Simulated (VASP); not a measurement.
# AlN (P6_3mc) in VASP: settings compared, part 2 of 2

VASP 6.6.1. The steps go on from the part before.

### 3 Single point, r2SCANh

POSCAR reads:

```
AlN
1.0
    3.1130000000      0.0000000000      0.0000000000
   -1.5565000000      2.6959370820      0.0000000000
    0.0000000000      0.0000000000      4.9810000000
Al N
2 2
Direct
    0.6666666667      0.3333333333      0.5000000000
    0.3333333333      0.6666666667      0.0000000000
    0.6666666667      0.3333333333      0.8800000000
    0.3333333333      0.6666666667      0.3800000000
```

INCAR.step1 reads:

```
SYSTEM = AlN
PREC     = Accurate       ! precision mode
ENCUT    = 520            ! plane-wave cutoff, eV
EDIFF    = 1E-5           ! SCF threshold, eV
ISMEAR   = -1             ! smearing method
SIGMA    = 0.05           ! smearing width, eV
LREAL    = .False.        ! projectors in reciprocal space
LASPH    = .True.         ! aspherical terms in the spheres
NELM     = 80             ! most SCF steps
ALGO     = Normal         ! electronic algorithm
ISIF     = 2              ! what is computed and relaxed
LWAVE    = .True.         ! write WAVECAR
LCHARG   = .False.        ! write CHGCAR
GGA      = PE             ! functional
NBANDS   = 16             ! bands
```

INCAR.step2 reads:

```
SYSTEM = AlN
PREC     = Accurate       ! precision mode
ENCUT    = 520            ! plane-wave cutoff, eV
EDIFF    = 1E-6           ! SCF threshold, eV
ISMEAR   = -1             ! smearing method
SIGMA    = 0.05           ! smearing width, eV
LREAL    = .False.        ! projectors in reciprocal space
LASPH    = .True.         ! aspherical terms in the spheres
NELM     = 80             ! most SCF steps
ALGO     = Normal         ! electronic algorithm
ISIF     = 2              ! what is computed and relaxed
LWAVE    = .False.        ! write WAVECAR
LCHARG   = .False.        ! write CHGCAR
METAGGA  = R2SCAN         ! meta-GGA
LHFCALC  = .True.         ! exact exchange
AEXX     = 0.1            ! exact-exchange fraction
LMIXTAU  = .True.       
PRECFOCK = Normal       
ISTART   = 1            
NBANDS   = 16             ! bands
```

KPOINTS reads:

```
Automatic mesh
0
Gamma
  5 5 3
  0 0 0
```

Potentials or basis: VASP PAW PBE potentials, release 64 (Al, N).

Started as:

```console
$ cat potpaw_PBE.64/Al/POTCAR potpaw_PBE.64/N/POTCAR > POTCAR
$ cp INCAR.step1 INCAR
$ mpirun -np 1 vasp_std > vasp.out
$ cp INCAR.step2 INCAR
$ mpirun -np 1 vasp_std > vasp.out
```

Run time: 7.8 min. Hardware: 1 thread of AMD EPYC 7R13 (Zen 3), shared host; peak memory 0.14 GiB.

It converged, with:

* Free energy: -40.3393 eV
* Pressure: -2.6 GPa
* Largest force: 0.128 eV/Å
* Band gap on the k mesh: 5.64 eV

Forces in eV/Å, atoms in the order of the input:
```
Al   0.000  0.000 -0.128
Al   0.000  0.000 -0.128
N    0.000  0.000  0.128
N    0.000  0.000  0.128
```

Stress tensor (GPa, compression positive):
```
-3.15  0.00  0.00
 0.00 -3.15  0.00
 0.00  0.00 -1.41
```

Levels at points of the mesh, in eV from the valence-band top:
| k point | band 5 | band 6 | band 7 | band 8 | band 9 | band 10 | band 11 | band 12 |
| --- | --- | --- | --- | --- | --- | --- | --- | --- |
| (0.00, 0.00, 0.00) | -0.89 | -0.20 | -0.20 | 0.00 | 5.64 | 8.27 | 12.49 | 12.85 |

Caveat: the k points lie up to 0.47 Å⁻¹ apart; the PAW data sets were made with another functional, which shifts forces and pressure a little.

### 4 Single point, PBE-based screened hybrid with 25 % exact exchange

POSCAR is that of step 3.

INCAR.step1 reads:

```
  PREC = Accurate
  ENCUT = 520
  EDIFF = 1E-5
  ISMEAR = -1
  SIGMA = 0.05
  LREAL = False
  LASPH = True
  NELM = 80
  ALGO = Normal
  ISIF = 2
  LWAVE = True
  LCHARG = False
  NBANDS = 16
  GGA = PE
```

INCAR.step2 reads:

```
  PREC = Accurate
  ENCUT = 520
  EDIFF = 1E-6
  ISMEAR = -1
  SIGMA = 0.05
  LREAL = False
  LASPH = True
  NELM = 80
  ALGO = Normal
  ISIF = 2
  LWAVE = False
  LCHARG = False
  GGA = PE
  LHFCALC = True
  AEXX = 0.25
  HFSCREEN = 0.2
  PRECFOCK = Normal
  NBANDS = 16
  ISTART = 1
```

KPOINTS reads:

```
regular mesh
0
Gamma
  5 5 3
```

Started as:

```console
$ cat potpaw_PBE.64/Al/POTCAR potpaw_PBE.64/N/POTCAR > POTCAR
$ cp INCAR.step1 INCAR
$ mpirun -np 1 vasp_std > vasp.out
$ cp INCAR.step2 INCAR
$ mpirun -np 1 vasp_std > vasp.out
```

Wall time 12 min (1 thread of Intel Xeon 8259CL, shared host); peak memory 0.25 GiB.

Results (log left out):

```yaml
Free_energy: -34.9528 eV
Pressure: -1.7 GPa
Largest_force: 0.130 eV/Å
Band_gap_on_the_k_mesh: 5.60 eV
```

Forces in eV/Å, atoms in the order of the input:
```
Al   0.000  0.000 -0.130
Al   0.000  0.000 -0.130
N    0.000  0.000  0.130
N    0.000  0.000  0.130
```

Stress tensor (GPa, compression positive):
```
-2.28  0.00  0.00
 0.00 -2.28  0.00
 0.00  0.00 -0.70
```

Levels at points of the mesh, in eV from the valence-band top:
```
           k point  band 4  band 5  band 6  band 7  band 8  band 9  band 10  band 11  band 12  band 13
(0.00, 0.00, 0.00)   -0.92   -0.92   -0.19   -0.19    0.00    5.60     8.15    12.49    12.80    12.80
```

Caveat: the k points lie up to 0.47 Å⁻¹ apart; the PAW data sets were made with another functional, which shifts forces and pressure a little.

### 5 Single point, PBE-based screened hybrid with 30 % exact exchange

POSCAR is that of step 4.

INCAR.step1 reads:

```
SYSTEM = AlN
PREC     = Accurate       ! precision mode
ENCUT    = 520            ! plane-wave cutoff, eV
EDIFF    = 1E-5           ! SCF threshold, eV
ISMEAR   = -1             ! smearing method
SIGMA    = 0.05           ! smearing width, eV
LREAL    = .FALSE.        ! projectors in reciprocal space
LASPH    = .TRUE.         ! aspherical terms in the spheres
NELM     = 80             ! most SCF steps
ALGO     = Normal         ! electronic algorithm
ISIF     = 2              ! what is computed and relaxed
LWAVE    = .TRUE.         ! write WAVECAR
GGA      = PE             ! functional
NBANDS   = 16             ! bands
```

INCAR.step2 reads:

```
SYSTEM = AlN
PREC     = Accurate       ! precision mode
ENCUT    = 520            ! plane-wave cutoff, eV
EDIFF    = 1E-7           ! SCF threshold, eV
ISMEAR   = -1             ! smearing method
SIGMA    = 0.05           ! smearing width, eV
LREAL    = .FALSE.        ! projectors in reciprocal space
LASPH    = .TRUE.         ! aspherical terms in the spheres
NELM     = 80             ! most SCF steps
ALGO     = Normal         ! electronic algorithm
ISIF     = 2              ! what is computed and relaxed
LWAVE    = .FALSE.        ! write WAVECAR
LCHARG   = .TRUE.         ! write CHGCAR
GGA      = PE             ! functional
LHFCALC  = .TRUE.         ! exact exchange
AEXX     = 0.3            ! exact-exchange fraction
HFSCREEN = 0.2            ! screening, 1/A
PRECFOCK = Normal       
LELF     = .TRUE.         ! ELF
LVHAR    = .TRUE.       
ISTART   = 1            
NBANDS   = 16             ! bands
```

KPOINTS reads:

```
regular mesh
0
G
  5 5 3
  0 0 0
```

Started as:

```console
$ cat potpaw_PBE.64/Al/POTCAR potpaw_PBE.64/N/POTCAR > POTCAR
$ cp INCAR.step1 INCAR
$ mpirun -np 1 vasp_std > vasp.out
$ cp INCAR.step2 INCAR
$ mpirun -np 1 vasp_std > vasp.out
```

It took 14 min on 1 thread of Intel Xeon 8259CL, shared host; peak memory 0.25 GiB.

The run converged. Its results:

```
Free energy            : -36.0199 eV
Pressure               : -2.8 GPa
Largest force          : 0.129 eV/Å
Band gap on the k mesh : 5.88 eV
```

Forces on the atoms (eV/Å):
```
Al   0.000  0.000 -0.129
Al   0.000  0.000 -0.129
N    0.000  0.000  0.129
N    0.000  0.000  0.129
```

Stress tensor (GPa, compression positive):
```
-3.30  0.00  0.00
 0.00 -3.30  0.00
 0.00  0.00 -1.72
```

Levels at points of the mesh, in eV from the valence-band top:
```csv
k point,band 5,band 6,band 7,band 8,band 9,band 10,band 11,band 12
"(0.00, 0.00, 0.00)",-0.94,-0.20,-0.20,0.00,5.88,8.45,12.86,13.13
```

Caveat: the k points lie up to 0.47 Å⁻¹ apart; the PAW data sets were made with another functional, which shifts forces and pressure a little.

### 6 Single point, PBE-based screened hybrid with 40 % exact exchange

POSCAR is that of step 5.

INCAR.step1 reads:

```
ALGO     = Normal         # electronic algorithm
EDIFF    = 1E-5           # SCF threshold, eV
ENCUT    = 520            # plane-wave cutoff, eV
GGA      = PE             # functional
ISIF     = 2              # what is computed and relaxed
ISMEAR   = -1             # smearing method
LASPH    = True           # aspherical terms in the spheres
LREAL    = False          # projectors in reciprocal space
LWAVE    = True           # write WAVECAR
NBANDS   = 16             # bands
NELM     = 60             # most SCF steps
PREC     = Accurate       # precision mode
SIGMA    = 0.05           # smearing width, eV
```

INCAR.step2 reads:

```
AEXX     = 0.4            # exact-exchange fraction
ALGO     = Normal         # electronic algorithm
EDIFF    = 1E-6           # SCF threshold, eV
ENCUT    = 520            # plane-wave cutoff, eV
GGA      = PE             # functional
HFSCREEN = 0.2            # screening, 1/A
ISIF     = 2              # what is computed and relaxed
ISMEAR   = -1             # smearing method
ISTART   = 1            
LASPH    = True           # aspherical terms in the spheres
LCHARG   = True           # write CHGCAR
LELF     = True           # ELF
LHFCALC  = True           # exact exchange
LREAL    = False          # projectors in reciprocal space
LVHAR    = True         
LWAVE    = False          # write WAVECAR
NBANDS   = 16             # bands
NELM     = 60             # most SCF steps
PREC     = Accurate       # precision mode
PRECFOCK = Normal       
SIGMA    = 0.05           # smearing width, eV
```

KPOINTS reads:

```
k-points
0
Gamma
  5 5 3
```

Potentials or basis: VASP PAW PBE potentials, release 64 (Al, N).

Started as:

```console
$ cat potpaw_PBE.64/Al/POTCAR potpaw_PBE.64/N/POTCAR > POTCAR
$ cp INCAR.step1 INCAR
$ mpirun -np 1 vasp_std > vasp.out
$ cp INCAR.step2 INCAR
$ mpirun -np 1 vasp_std > vasp.out
```

Run time: 14 min. Hardware: 1 thread of Intel Xeon 8259CL, shared host; peak memory 0.25 GiB.

It converged, with:

```
Free energy            : -38.1863 eV
Pressure               : -4.8 GPa
Largest force          : 0.127 eV/Å
Band gap on the k mesh : 6.45 eV
```

Forces in eV/Å, atoms in the order of the input:
```
Al   0.000  0.000 -0.127
Al   0.000  0.000 -0.127
N    0.000  0.000  0.127
N    0.000  0.000  0.127
```

Stress tensor (GPa, compression positive):
```
-5.36  0.00  0.00
 0.00 -5.36  0.00
 0.00  0.00 -3.77
```

Levels at points of the mesh, in eV from the valence-band top:
```csv
k point,band 5,band 6,band 7,band 8,band 9,band 10,band 11,band 12
"(0.00, 0.00, 0.00)",-0.97,-0.20,-0.20,0.00,6.45,9.05,13.62,13.80
```

Caveat: the k points lie up to 0.47 Å⁻¹ apart; the PAW data sets were made with another functional, which shifts forces and pressure a little.

### 7 Overview

```csv
task,level,cell,k mesh,cutoff (eV),grid for exact exchange (PRECFOCK),share of exact exchange,screening parameter,gap on the mesh (eV),pressure (GPa),largest force (eV/Å)
relaxation of cell and atoms,r2SCAN,relaxed,10 × 10 × 6,600,-,-,-,4.94,0.0,0.01
single point,r2SCANh,as given,5 × 5 × 3,520,Normal,0.1,-,5.64,-2.6,0.13
single point,PBE-based screened hybrid with 25 % exact exchange,as given,5 × 5 × 3,520,Normal,0.25,0.2 1/Å,5.60,-1.7,0.13
single point,PBE-based screened hybrid with 30 % exact exchange,as given,5 × 5 × 3,520,Normal,0.3,0.2 1/Å,5.88,-2.8,0.13
single point,PBE-based screened hybrid with 40 % exact exchange,as given,5 × 5 × 3,520,Normal,0.4,0.2 1/Å,6.45,-4.8,0.13
```

Alike in all rows: potentials or basis VASP PAW PBE potentials, release 64 (Al, N); no spin polarisation; smearing fermi-dirac 0.05 eV.

Caveats: some runs use coarse meshes; the PAW data sets were made with another functional, which shifts forces and pressure a little.

Total energies depend on the potentials used, so only differences within one code and one set of settings carry meaning.
